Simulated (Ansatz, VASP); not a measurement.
Si2Se: VASP beside Ansatz

```
Si Se
1.0
     4.50969    0.00000    0.00000
     0.00000    4.50969    0.00000
     0.00000    0.00000    9.54640
Si Se
4 2
Direct
  0.50000 0.50000 0.62468
  0.50000 0.50000 0.12468
  0.50000 0.50000 0.37532
  0.50000 0.50000 0.87532
  0.00000 0.50000 0.00000
  0.50000 0.00000 0.50000
```

Alike in both runs: functional PBE; k mesh 4 × 4 × 4; occupations gaussian, width 0.1 eV; no spin polarisation.

Ansatz relaxed the structure, and its values are those at the end. VASP's run is a single point on that final structure, the one shown.

|  | VASP | Ansatz |
| --- | --- | --- |
| version | VASP 6.6.1 | Ansatz 0.2.0 |
| potentials or method | VASP PAW PBE potentials, release 64 (Si, Se), cutoff 520 eV | scalar-relativistic, plane waves, PAW |
| valence electrons in the cell | 28 | 48 |

Ansatz gave:

* gap on the k mesh at the Fermi level (eV): none
* pressure (GPa): 0.2
* rms of the force components (eV/Å): 0.010

Estimate VASP's values.

gap on the k mesh at the Fermi level (eV): none; pressure (GPa): 0.2; rms of the force components (eV/Å): 0.007.

A gap of «none» marks a metal or a gap that the smearing closes. VASP's potentials hold 28 valence electrons a cell and Ansatz's 48, so a difference there can come from the potentials and not from the codes.
